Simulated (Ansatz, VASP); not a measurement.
NbC: VASP beside Ansatz

```
Nb C
1.0
     0.00000    2.21349    2.21349
     2.21349    0.00000    2.21349
     2.21349    2.21349    0.00000
Nb C
1 1
Direct
  0.00000 0.00000 0.00000
  0.50000 0.50000 0.50000
```

Alike in both runs: functional LDA; k mesh 16 × 16 × 16; occupations gaussian, width 0.1 eV; no spin polarisation.

Ansatz relaxed the structure, and its values are those at the end. VASP's run is a single point on that final structure, the one shown.

```csv
,VASP,Ansatz
version,VASP 6.6.1,Ansatz 0.2.0
potentials or method,"VASP PAW LDA potentials, release 64 (Nb_sv, C), cutoff 600 eV","scalar-relativistic, plane waves, PAW"
valence electrons in the cell,17,17
```

Ansatz gave:

* gap on the k mesh at the Fermi level (eV): none
* pressure (GPa): 0.0

Estimate VASP's values.

gap on the k mesh at the Fermi level (eV): none; pressure (GPa): -0.1.

Ansatz warns that its potentials were made for another functional, while VASP's fit it. LDA's correlation is that of Perdew and Zunger in VASP and of Perdew and Wang (1992) in Ansatz. A gap of «none» marks a metal or a gap that the smearing closes.
